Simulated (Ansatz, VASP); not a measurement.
## Two plane-wave programs on Au

POSCAR

```
Au
1.0
    3.1239285882      0.0000000000      0.0000000000
   -1.5619642941      2.7054015170      0.0000000000
    0.0000000000      0.0000000000      4.2054565149
Au
2
Direct
    0.3333333333      0.6666666667      0.7500000000
    0.6666666667      0.3333333333      0.2500000000
```

The input INCAR.step1:

```
SYSTEM = Au
  ALGO = Normal
  EDIFF = 1E-4
  ENCUT = 520
  GGA = PE
  ISMEAR = 0
  LASPH = .TRUE.
  LCHARG = .FALSE.
  LREAL = .FALSE.
  LWAVE = .TRUE.
  NBANDS = 18
  NELM = 60
  PREC = Accurate
  SIGMA = 0.15
```

The input INCAR.step2:

```
SYSTEM = Au
  ALGO = Normal
  EDIFF = 1E-6
  ENCUT = 520
  ISIF = 2
  ISMEAR = 0
  ISTART = 1
  LASPH = .TRUE.
  LCHARG = .FALSE.
  LMIXTAU = .TRUE.
  LREAL = .FALSE.
  LWAVE = .FALSE.
  METAGGA = R2SCAN
  NBANDS = 18
  NELM = 60
  PREC = Accurate
  SIGMA = 0.15
```

Contents of KPOINTS:

```
k-points
0
G
  24 24 12
  0 0 0
```

Input for Ansatz:

```yaml
crystal:
  lattice:
    - [3.1239285882, 0.0, 0.0]
    - [-1.5619642941, 2.705401517, 0.0]
    - [0.0, 0.0, 4.2054565149]
  atoms:
    - { symbol: Au, position: [0.3333333333, 0.6666666667, 0.75] }
    - { symbol: Au, position: [0.6666666667, 0.3333333333, 0.25] }
basis:
  ecutwfc: 500
kpoints:
  mp_grid: { grid: [24, 24, 12] }
hamiltonian:
  xc: r2scan
scf:
  occupations: { method: gaussian, width: 0.15 }
output:
  forces: true
  stress: true
  eigenvalues: true
```

Alike in both runs: task single point; functional r2SCAN; k mesh 24 × 24 × 12; occupations gaussian, width 0.15 eV; no spin polarisation.

|  | VASP | Ansatz |
| --- | --- | --- |
| version | VASP 6.6.1 | Ansatz 0.2.0 |
| potentials or method | VASP PAW PBE potentials, release 64 (Au), cutoff 520 eV | scalar-relativistic, plane waves, PAW |
| valence electrons in the cell | 22 | 38 |

```tsv
	VASP	Ansatz	Ansatz less VASP
gap on the k mesh at the Fermi level (eV)	none	none	-
pressure (GPa)	4.8	4.5	-0.33
traceless stress, the component that is largest in VASP (GPa)	7.82	7.67	-0.154
```

VASP's potentials were made for PBE, not for r2SCAN. A gap of «none» marks a metal or a gap that the smearing closes. VASP's potentials hold 22 valence electrons a cell and Ansatz's 38, so a difference there can come from the potentials and not from the codes.

Spin-orbit coupling is off throughout.
